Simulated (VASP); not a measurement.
Input of a VASP 6.6.1 run:

File INCAR:

```
SYSTEM = BePd
ALGO     = Normal         ! electronic algorithm
EDIFF    = 1E-7           ! SCF threshold, eV
ENCUT    = 520            ! plane-wave cutoff, eV
GGA      = CA             ! functional
ISIF     = 2              ! what is computed and relaxed
ISMEAR   = -1             ! smearing method
LASPH    = .True.         ! aspherical terms in the spheres
LCHARG   = .False.        ! write CHGCAR
LREAL    = .False.        ! projectors in reciprocal space
LWAVE    = .False.        ! write WAVECAR
NBANDS   = 13             ! bands
NELM     = 60             ! most SCF steps
PREC     = Accurate       ! precision mode
SIGMA    = 0.08           ! smearing width, eV
```

Contents of KPOINTS:

```
k-points
0
Gamma
  12 12 12
  0 0 0
```

Contents of POSCAR:

```
BePd
1.0
    2.8411300000      0.0000000000      0.0000000000
    0.0000000000      2.8411300000      0.0000000000
    0.0000000000      0.0000000000      2.8130000000
Be Pd
1 1
Direct
    0.0000000000      0.0000000000      0.0000000000
    0.5000000000      0.5000000000      0.5000000000
```

Potentials or basis: VASP PAW LDA potentials, release 64 (Be, Pd).

Launch:

```bash
$ cat potpaw_LDA.64/Be/POTCAR potpaw_LDA.64/Pd/POTCAR > POTCAR
$ mpirun -np 1 vasp_std > vasp.out
```

What does it give for the band gap on the k mesh?

Zero (band 6 reaches 14.11 eV, above the bottom of band 7 at 8.10 eV).

Estimate the pressure.

-10.6 GPa.

Stress tensor (GPa, compression positive):
```
-10.72   0.00   0.00
  0.00 -10.72   0.00
  0.00   0.00 -10.30
```

Caveat: the cell differs from its parent crystal (equal xx and yy strain of +1 %).
